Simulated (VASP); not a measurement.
# CaSe (I4/mmm) in VASP: a series of runs

Runs on CaSe. Level: PBEsol. Tasks: single point.

Program: VASP 6.6.1. These are calculated values, not measurements. Logs are shortened: lines on timing, memory, paths and dates and some standing lists are left out, and cuts for length are marked.

## (1) The cell of the first run

It takes space group I4/mmm (No. 139, tetragonal). The conventional cell has a = 4.191 Å, b = 4.191 Å, c = 5.851 Å, α = 90.00°, β = 90.00°, γ = 90.00°. Ca (site symmetry 4/mmm) has 6 Se at 2.93 to 2.96 Å within 3.9 Å. Se (site symmetry 4/mmm) has 6 Ca at 2.93 to 2.96 Å within 3.9 Å.

## (2) Single point, PBEsol (in-plane strain +0.01, then relaxed in part)

Input file INCAR:

```
ALGO = Normal
EDIFF = 1E-6
ENCUT = 520
GGA = PS
ISIF = 2
ISMEAR = 0
LASPH = T
LCHARG = F
LREAL = F
LWAVE = F
NBANDS = 15
NELM = 100
PREC = Accurate
SIGMA = 0.01
```

Input file KPOINTS:

```
k-points
0
Gamma
  8 8 8
```

Input file POSCAR:

```
CaSe
1.0
    2.9637950892      2.9637950892      0.0000000000
   -2.9637950892      2.9637950892      0.0000000000
    0.0000000000      2.9637950892      2.9252693646
Ca Se
1 1
Direct
    0.0000000000      0.0000000000      0.0000000000
    0.5000000000      0.5000000000      0.0000000000
```

Potentials or basis: VASP PAW PBE potentials, release 64 (Ca_sv, Se).

Started as:

```bash
$ cat potpaw_PBE.64/Ca_sv/POTCAR potpaw_PBE.64/Se/POTCAR > POTCAR
$ mpirun -np 1 vasp_std > vasp.out
```

OUTCAR:

```text
EDIFF = 1E-6
   ENCUT = 520
   GGA = PS
   ISIF = 2
   ISMEAR = 0
   LASPH = T
   LREAL = F
   NELM = 100
   PREC = Accurate

 ion  position               nearest neighbor table
   1  0.000  0.000  0.000-   2 2.93   2 2.93   2 2.96   2 2.96   2 2.96   2 2.96
   2  0.500  0.500  0.000-   1 2.93   1 2.93   1 2.96   1 2.96   1 2.96   1 2.96

  LATTYP: Found a body centered tetragonal cell.
 ALAT       =     4.1914392112
 C/A-ratio  =     1.3958305094

  Lattice vectors:

 A1 = (   2.9637950892,   0.0000000000,  -2.9252693646)
 A2 = (  -2.9637950892,   0.0000000000,  -2.9252693646)
 A3 = (   0.0000000000,   2.9637950892,   2.9252693646)

Analysis of symmetry for initial positions (statically):
=====================================================================
 Subroutine PRICEL returns:
 Original cell was already a primitive cell.

 Routine SETGRP: Setting up the symmetry group for a
 body centered tetragonal supercell.

 Subroutine GETGRP returns: Found 16 space group operations
 (whereof 16 operations were pure point group operations)
 out of a pool of 16 trial point group operations.

The static configuration has the point symmetry D_4h.

Analysis of symmetry for dynamics (positions and initial velocities):
=====================================================================
 Subroutine PRICEL returns:
 Original cell was already a primitive cell.

 Routine SETGRP: Setting up the symmetry group for a
 body centered tetragonal supercell.

 Subroutine GETGRP returns: Found 16 space group operations
 (whereof 16 operations were pure point group operations)
 out of a pool of 16 trial point group operations.

The dynamic configuration has the point symmetry D_4h.

 Subroutine INISYM returns: Found 16 space group operations
 (whereof 16 operations are pure point group operations),
 and found     1 'primitive' translations

----------------------------------------------------------------------------------------

                                     Primitive cell

  volume of cell :      51.3916

  direct lattice vectors                    reciprocal lattice vectors
     2.963795089  2.963795089  0.000000000     0.168702621  0.168702621 -0.170924430
    -2.963795089  2.963795089  0.000000000    -0.168702621  0.168702621 -0.170924430
     0.000000000  2.963795089  2.925269365     0.000000000  0.000000000  0.341848861

  length of vectors
     4.191439211  4.191439211  4.164286516     0.293489880  0.293489880  0.341848861

  position of ions in fractional coordinates (direct lattice)
     0.000000000  0.000000000  0.000000000
     0.500000000  0.500000000  0.000000000

  ion indices of the primitive-cell ions
   primitive index   ion index
                 1           1
                 2           2

----------------------------------------------------------------------------------------

 KPOINTS: k-points

Automatic generation of k-mesh.
 Grid dimensions read from file:
 generate k-points for:    8    8    8

 Generating k-lattice:

  Cartesian coordinates                     Fractional coordinates (reciprocal lattice)
     0.021087828  0.021087828 -0.021365554     0.125000000  0.000000000  0.000000000
    -0.021087828  0.021087828 -0.021365554     0.000000000  0.125000000  0.000000000
     0.000000000  0.000000000  0.042731108     0.000000000  0.000000000  0.125000000

  Length of vectors
     0.036686235  0.036686235  0.042731108

  Shift w.r.t. Gamma in fractional coordinates (k-lattice)
     0.000000000  0.000000000  0.000000000

 Subroutine IBZKPT returns following result:
 ===========================================

 Found     59 irreducible k-points:

 Following reciprocal coordinates:
            Coordinates               Weight
  0.000000  0.000000  0.000000      1.000000
  0.125000  0.000000 -0.000000      8.000000
  0.250000  0.000000 -0.000000      8.000000
  0.375000  0.000000  0.000000      8.000000
  0.500000  0.000000 -0.000000      4.000000
  0.125000  0.125000 -0.000000      8.000000
[... 16 lines left out ...]
  0.250000  0.000000  0.125000      4.000000
  0.375000  0.000000  0.125000      8.000000
 [... further k-points ...]
   k-points           NKPTS =     59   k-points in BZ     NKDIM =     59   number of bands    NBANDS=     15
   number of dos      NEDOS =    301   number of ions     NIONS =      2
   total plane-waves  NPLWV =  32768
   dimension x,y,z NGX =    32 NGY =   32 NGZ =   32
   dimension x,y,z NGXF=    64 NGYF=   64 NGZF=   64
   ions per type =               1   1
   NGX,Y,Z   is equivalent  to a cutoff of  12.69, 12.69, 12.77 a.u.
   NGXF,Y,Z  is equivalent  to a cutoff of  25.38, 25.38, 25.55 a.u.
 SYSTEM =  unknown system
   PREC   = accura    normal or accurate (medium, high low for compatibility)
   ISTART =      0    job   : 0-new  1-cont  2-samecut
   ICHARG =      2    charge: 1-file 2-atom 10-const
   ISPIN  =      1    spin polarized calculation?
   LNONCOLLINEAR =      F non collinear calculations
   LSORBIT =      F    spin-orbit coupling
   LASPH  =      T    aspherical Exc in radial PAW
   ENCUT  =  520.0 eV  38.22 Ry    6.18 a.u.   7.79  7.79  7.74*2*pi/ulx,y,z
   NELM   =    100;   NELMIN=  2; NELMDL= -5     # of ELM steps
   EDIFF  = 0.1E-05   stopping-criterion for ELM
   LREAL  =      F    real-space projection
   EDIFFG = 0.1E-04   stopping-criterion for IOM
   NSW    =      0    number of steps for IOM
   IBRION =     -1    ionic relax: 0-MD 1-quasi-New 2-CG
   NFREE  =      0    steps in history (QN), initial steepest desc. (CG)
   ISIF   =      2    stress and relaxation
   ISYM   =      2    0-nonsym 1-usesym 2-fastsym
   POTIM  = 0.5000    time-step for ionic-motion
   TEBEG  =    0.0;   TEEND  =   0.0 temperature during run
   PSTRESS=    0.0 pullay stress
   NELECT =      16.0000    total number of electrons
   NUPDOWN=      -1.0000    fix difference up-down
   EMIN   =  10.00;   EMAX   =-10.00  energy-range for DOS
   EFERMI =   0.00;   METHOD = LEGACY
   ISMEAR =     0;   SIGMA  =   0.01  broadening in eV -4-tet -1-fermi 0-gaus
   EFERMI_NEDOS =   21; number of points for ismear=-14 and -15
   IALGO  =     38    algorithm
   IMIX   =      4    mixing-type and parameters
     AMIX     =   0.40;   BMIX     =  1.00
     AMIX_MAG =   1.60;   BMIX_MAG =  1.00
  volume/ion in A,a.u.               =      25.70       173.40
  Fermi-wavevector in a.u.,A,eV,Ry     =   1.109560  2.096764 16.750448  1.231123
  Thomas-Fermi vector in A             =   2.246101
   LORBIT       =      0    0 simple, 1 ext, 2 COOP (PROOUT), +10 PAW based schemes
   GGA     = PS    functional components
   LHFCALC =     F    Hartree Fock is set to
   AEXX    =    0.0000 exact exchange contribution
   IVDW    =     0    specifies the selected vdW correction
   LEPSILON=     F    determine dielectric tensor
   LRPA    =     F    only Hartree local field effects (RPA)
 non-spin polarized calculation
 Gauss-broadening in eV      SIGMA  =   0.01
  energy-cutoff  :      520.00
  volume of cell :       51.39
 maximum number of plane-waves:      1396
   NGX = 15   NGY = 15   NGZ = 15

 number of electron      15.9999998 magnetization

 Free energy of the ion-electron system (eV)
  ---------------------------------------------------
  ext. energy  EPLUGINS =         0.00000000
  ---------------------------------------------------
  free energy    TOTEN  =       -10.07120388 eV

  energy without entropy =      -10.07120388  energy(sigma->0) =      -10.07120388

 E-fermi :   2.5894     XC(G=0):  -9.3558

 val. band max:        2.3944283600   @ k =   0.0000   0.0000   0.0000
 cond. band min:       4.2947740422   @ k =   0.0000   0.0000   0.5000
 fundamental gap:      1.9003456823
 Fermi energy:         2.5893765893

 k-point     1 :       0.0000    0.0000    0.0000
  band No.  band energies     occupation
      1     -37.1289      2.00000
      2     -18.2058      2.00000
      3     -18.2058      2.00000
      4     -18.2036      2.00000
      5      -9.4593      2.00000
      6       2.3876      2.00000
      7       2.3876      2.00000
      8       2.3944      2.00000
      9       5.6008      0.00000
     10       6.0066      0.00000
     11       6.0066      0.00000
     12       6.0949      0.00000
     13       6.6208      0.00000
     14       6.6764      0.00000
     15      11.9361      0.00000

 k-point     2 :       0.1250    0.0000   -0.0000
  band No.  band energies     occupation
      1     -37.1279      2.00000
      2     -18.2236      2.00000
      3     -18.2072      2.00000
      4     -18.2053      2.00000
      5      -9.3633      2.00000
      6       1.5944      2.00000
      7       2.1389      2.00000
      8       2.1448      2.00000
      9       5.9087      0.00000
     10       6.2297      0.00000
     11       6.2777      0.00000
     12       6.6242      0.00000
     13       7.0326      0.00000
     14       7.1017      0.00000
     15      12.1626      0.00000

 k-point     3 :       0.2500    0.0000   -0.0000
  band No.  band energies     occupation
      1     -37.1253      2.00000
      2     -18.2677      2.00000
      3     -18.2106      2.00000
      4     -18.2079      2.00000
      5      -9.1195      2.00000
      6       0.3302      2.00000
      7       1.6653      2.00000
      8       1.6720      2.00000
      9       6.0219      0.00000
     10       6.7693      0.00000
     11       6.7997      0.00000
     12       8.0048      0.00000
     13       8.0402      0.00000
     14       8.1724      0.00000
     15      11.7594      0.00000
[... 343 lines left out ...]
 k-point    23 :       0.2500    0.0000    0.1250
  band No.  band energies     occupation
      1     -37.1263      2.00000
      2     -18.2439      2.00000
      3     -18.2145      2.00000
      4     -18.2068      2.00000
      5      -9.2293      2.00000
      6       0.8520      2.00000
      7       1.8088      2.00000
      8       1.8731      2.00000
      9       6.2136      0.00000
     10       6.3411      0.00000
     11       6.5739      0.00000
     12       6.8989      0.00000
     13       7.9239      0.00000
     14       7.9316      0.00000
     15      12.2405      0.00000

 k-point    24 :       0.3750    0.0000    0.1250
  band No.  band energies     occupation
      1     -37.1237      2.00000
      2     -18.2808      2.00000
      3     -18.2222      2.00000
      4     -18.2102      2.00000
      5      -8.9956      2.00000
      6      -0.0491      2.00000
      7       1.3881      2.00000
      8       1.4244      2.00000
      9       6.3463      0.00000
     10       6.8278      0.00000
     11       7.5137      0.00000
     12       7.5518      0.00000
     13       8.6042      0.00000
     14       9.1130      0.00000
     15      11.7163      0.00000

 [... further k-points ...]
[... 5 lines left out ...]
  --------------------------------------------------------------------------------------
  -------------------------------------------------------------------------------------
  Total       -0.3387848     -0.3387848      0.0611068      0.0000000      0.0000000      0.0000000
  in kB      -10.5619052    -10.5619052      1.9050580      0.0000000      0.0000000      0.0000000
  external PRESSURE =      -6.4062508 kB  Pullay stress =       0.0000000 kB

 VOLUME and BASIS-vectors are now :
 -----------------------------------------------------------------------------
  energy-cutoff  :      520.00
  volume of cell :       51.39
      direct lattice vectors                 reciprocal lattice vectors
     2.963795089  2.963795089  0.000000000     0.168702621  0.168702621 -0.170924430
    -2.963795089  2.963795089  0.000000000    -0.168702621  0.168702621 -0.170924430
     0.000000000  2.963795089  2.925269365     0.000000000  0.000000000  0.341848861

 POSITION                                       TOTAL-FORCE (eV/Angst)
 -----------------------------------------------------------------------------------
      0.00000      0.00000      0.00000         0.000000     -0.000000      0.000000
      0.00000      2.96380      0.00000        -0.000000      0.000000      0.000000
 -----------------------------------------------------------------------------------
    total drift:                                0.000000     -0.000000     -0.000000

  FREE ENERGIE OF THE ION-ELECTRON SYSTEM (eV)
  ---------------------------------------------------
  free  energy   TOTEN  =       -10.0712038791 eV

  energy  without entropy=      -10.0712038791  energy(sigma->0) =      -10.07120388
```

It took 31 s on 1 thread of Intel Xeon 6975P-C, shared host; peak memory 0.2 GiB.

What came out:

```
Free energy            : -10.0712 eV
Pressure               : -0.6 GPa
Band gap on the k mesh : 1.90 eV, indirect (least direct gap 2.84 eV)
```

Levels at points of the mesh, in eV from the valence-band top:
```csv
k point,band 5,band 6,band 7,band 8,band 9,band 10,band 11,band 12
"(0.00, 0.00, 0.00)",-11.85,-0.01,-0.01,0.00,3.21,3.61,3.61,3.70
"(0.50, 0.00, 0.00)",-11.13,-3.37,-1.24,-1.23,4.38,5.46,5.49,5.51
"(0.50, 0.50, 0.00)",-11.27,-2.60,-0.96,-0.93,1.91,4.94,5.06,6.03
"(0.00, 0.00, 0.50)",-11.25,-2.55,-0.99,-0.99,1.90,4.95,5.06,6.05
```

Caveat: the cell differs from its parent crystal (in-plane strain +0.01, then relaxed in part); the PAW data sets were made with another functional, which shifts forces and pressure a little. A k mesh can miss the band edges.

## (3) Single point, PBEsol (in-plane strain +0.01)

Input file INCAR:

```
SYSTEM = CaSe
  PREC = Accurate
  ENCUT = 520
  EDIFF = 1E-6
  ISMEAR = 0
  SIGMA = 0.01
  LREAL = .False.
  LASPH = .True.
  NELM = 100
  ALGO = Normal
  ISIF = 2
  LWAVE = .False.
  LCHARG = .False.
  GGA = PS
  NBANDS = 15
```

Input file KPOINTS:

```
regular mesh
0
Gamma
  8 8 8
  0 0 0
```

Changes to POSCAR since step 2:

```diff
@@ -4,3 +4,3 @@
    -2.9637950892      2.9637950892      0.0000000000
-    0.0000000000      2.9637950892      2.9252693646
+    0.0000000000      2.9637950892      2.9168438799
 Ca Se
```

Potentials or basis: VASP PAW PBE potentials, release 64 (Ca_sv, Se).

Started as:

```bash
$ cat potpaw_PBE.64/Ca_sv/POTCAR potpaw_PBE.64/Se/POTCAR > POTCAR
$ mpirun -np 1 vasp_std > vasp.out
```

OUTCAR:

```text
SYSTEM = CaSe
   PREC = Accurate
   ENCUT = 520
   EDIFF = 1E-6
   ISMEAR = 0
   LREAL = .False.
   LASPH = .True.
   NELM = 100
   ISIF = 2
   GGA = PS

 ion  position               nearest neighbor table
   1  0.000  0.000  0.000-   2 2.92   2 2.92   2 2.96   2 2.96   2 2.96   2 2.96
   2  0.500  0.500  0.000-   1 2.92   1 2.92   1 2.96   1 2.96   1 2.96   1 2.96

  LATTYP: Found a body centered tetragonal cell.
 ALAT       =     4.1914392112
 C/A-ratio  =     1.3918101792

  Lattice vectors:

 A1 = (   2.9637950892,   0.0000000000,  -2.9168438799)
[... 619 lines left out ...]

  FORCE on cell =-STRESS in cart. coord.  units (eV):
  Direction    XX          YY          ZZ          XY          YZ          ZX
  --------------------------------------------------------------------------------------
  -------------------------------------------------------------------------------------
  Total       -0.3208813     -0.3208813      0.1757534      0.0000000      0.0000000     -0.0000000
  in kB      -10.0326466    -10.0326466      5.4950889      0.0000000      0.0000000     -0.0000000
  external PRESSURE =      -4.8567347 kB  Pullay stress =       0.0000000 kB

 VOLUME and BASIS-vectors are now :
 -----------------------------------------------------------------------------
  energy-cutoff  :      520.00
  volume of cell :       51.24
      direct lattice vectors                 reciprocal lattice vectors
     2.963795089  2.963795089  0.000000000     0.168702621  0.168702621 -0.171418156
    -2.963795089  2.963795089  0.000000000    -0.168702621  0.168702621 -0.171418156
     0.000000000  2.963795089  2.916843880     0.000000000  0.000000000  0.342836313

 POSITION                                       TOTAL-FORCE (eV/Angst)
 -----------------------------------------------------------------------------------
      0.00000      0.00000      0.00000        -0.000000     -0.000000      0.000000
      0.00000      2.96380      0.00000         0.000000      0.000000      0.000000
 -----------------------------------------------------------------------------------
    total drift:                                0.000000     -0.000000     -0.000000

  FREE ENERGIE OF THE ION-ELECTRON SYSTEM (eV)
  ---------------------------------------------------
  free  energy   TOTEN  =       -10.0708422718 eV

  energy  without entropy=      -10.0708422718  energy(sigma->0) =      -10.07084227
```

OSZICAR:

```text
N       E                     dE             d eps       ncg     rms          rms(c)
DAV:   1     0.108211550663E+03    0.10821E+03   -0.74404E+03  1770   0.986E+02
DAV:   2    -0.557863031201E+01   -0.11379E+03   -0.10802E+03  2176   0.246E+02
DAV:   3    -0.100090314341E+02   -0.44304E+01   -0.43935E+01  2435   0.465E+01
DAV:   4    -0.102194334263E+02   -0.21040E+00   -0.21030E+00  2451   0.833E+00
DAV:   5    -0.102208062691E+02   -0.13728E-02   -0.13727E-02  2369   0.733E-01    0.427E+00
DAV:   6    -0.100858261027E+02    0.13498E+00   -0.16233E-01  2057   0.226E+00    0.250E+00
DAV:   7    -0.100699987338E+02    0.15827E-01   -0.81405E-02  2305   0.189E+00    0.736E-01
DAV:   8    -0.100707482607E+02   -0.74953E-03   -0.95699E-03  1931   0.758E-01    0.102E-01
DAV:   9    -0.100708005675E+02   -0.52307E-04   -0.53691E-04  2322   0.232E-01    0.421E-02
DAV:  10    -0.100708384587E+02   -0.37891E-04   -0.11590E-04  1973   0.712E-02    0.127E-02
DAV:  11    -0.100708429728E+02   -0.45141E-05   -0.16699E-05  2295   0.381E-02    0.805E-03
DAV:  12    -0.100708422718E+02    0.70104E-06   -0.14098E-06  1708   0.833E-03
   1 F= -.10070842E+02 E0= -.10070842E+02  d E =-.558091E-18
```

stdout:

```text
POSCAR found type information on POSCAR CaSe
 POSCAR found :  2 types and       2 ions
 scaLAPACK will be used
 -----------------------------------------------------------------------------
|                                                                             |
|                                                                             |
|     You enforced a specific xc type in the INCAR file but a different       |
|     I HOPE YOU KNOW WHAT YOU ARE DOING!                                     |
|                                                                             |
 -----------------------------------------------------------------------------

 LDA part: xc-table for (Slater+PW92), standard interpolation
 POSCAR, INCAR and KPOINTS ok, starting setup
 FFT: planning ... GRIDC
 FFT: planning ... GRID_SOFT
 FFT: planning ... GRID
 WAVECAR not read
 entering main loop
```

Run time: 30 s. Hardware: 1 thread of Intel Xeon 6975P-C, shared host; peak memory 0.2 GiB.

What came out:

```yaml
Free_energy: -10.0708 eV
Pressure: -0.5 GPa
Band_gap_on_the_k_mesh: 1.89 eV, indirect (least direct gap 2.83 eV)
```

Stress tensor (GPa, compression positive):
```
-1.00  0.00  0.00
 0.00 -1.00  0.00
 0.00  0.00  0.55
```

Caveat: the cell differs from its parent crystal (in-plane strain +0.01); the PAW data sets were made with another functional, which shifts forces and pressure a little. A k mesh can miss the band edges.

(Part 1 of 2 ends here.)
